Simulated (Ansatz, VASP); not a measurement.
SnSe in VASP and in Ansatz

INCAR

```
SYSTEM = SnSe
  PREC = Accurate
  ENCUT = 500
  EDIFF = 1E-6
  ISMEAR = -1
  SIGMA = 0.02
  LREAL = .False.
  LASPH = .True.
  NELM = 120
  ALGO = Normal
  ISIF = 2
  LWAVE = .False.
  LCHARG = .True.
  GGA = PE
  LELF = .True.
  LVHAR = .True.
  NBANDS = 17
  GGA_COMPAT = .False.
```

File KPOINTS:

```
regular mesh
0
Gamma
  8 8 8
  0 0 0
```

The input POSCAR:

```
SnSe
1.0
    0.0000000000      2.9120497591      2.9120497591
    2.9120497591      0.0000000000      2.9120497591
    2.9120497591      2.9120497591      0.0000000000
Sn Se
1 1
Direct
    0.0000000000      0.0000000000      0.0000000000
    0.5000000000      0.5000000000      0.5000000000
```

Input for Ansatz:

```yaml
crystal:
  lattice:
    - [0.0, 2.9120497591, 2.9120497591]
    - [2.9120497591, 0.0, 2.9120497591]
    - [2.9120497591, 2.9120497591, 0.0]
  atoms:
    - { symbol: Sn, position: [0.0, 0.0, 0.0] }
    - { symbol: Se, position: [0.5, 0.5, 0.5] }
kpoints:
  mp_grid: { grid: [8, 8, 8] }
  band_path:
    path:
      - [0.0, 0.0, 0.0]
      - [0.5, 0.0, 0.5]
      - [0.625, 0.25, 0.625]
      - [0.375, 0.375, 0.75]
      - [0.5, 0.5, 0.5]
      - [0.5, 0.25, 0.75]
      - [0.5, 0.475, 0.525]
      - [-0.068034, -0.067708, -0.495524]
      - [-0.07137, -0.041341, 0.473877]
    npoints: 1
hamiltonian:
  xc: pbe
scf:
  occupations: { method: fermi_dirac, width: 0.02 }
  n_extra_bands: 4
output:
  forces: true
  stress: true
  eigenvalues: true
```

Change from the starting cell: hydrostatic strain -3.0%.

Alike in both runs: task single point; functional PBE; k mesh 8 × 8 × 8; occupations fermi-dirac, width 0.02 eV; no spin polarisation.

|  | VASP | Ansatz |
| --- | --- | --- |
| version | VASP 6.6.1 | Ansatz 0.2.0 |
| potentials or method | VASP PAW PBE potentials, release 64 (Sn_d, Se) | plane waves, PAW |
| plane-wave cutoff (eV) | 500 | 420 |
| valence electrons in the cell | 20 | 30 |

```tsv
	VASP	Ansatz	Ansatz less VASP
gap on the k mesh at the Fermi level (eV)	0.74	0.74	+0.001
pressure (GPa)	7.4	7.4	0.00
```

VASP's potentials hold 20 valence electrons a cell and Ansatz's 30, so a difference there can come from the potentials and not from the codes.
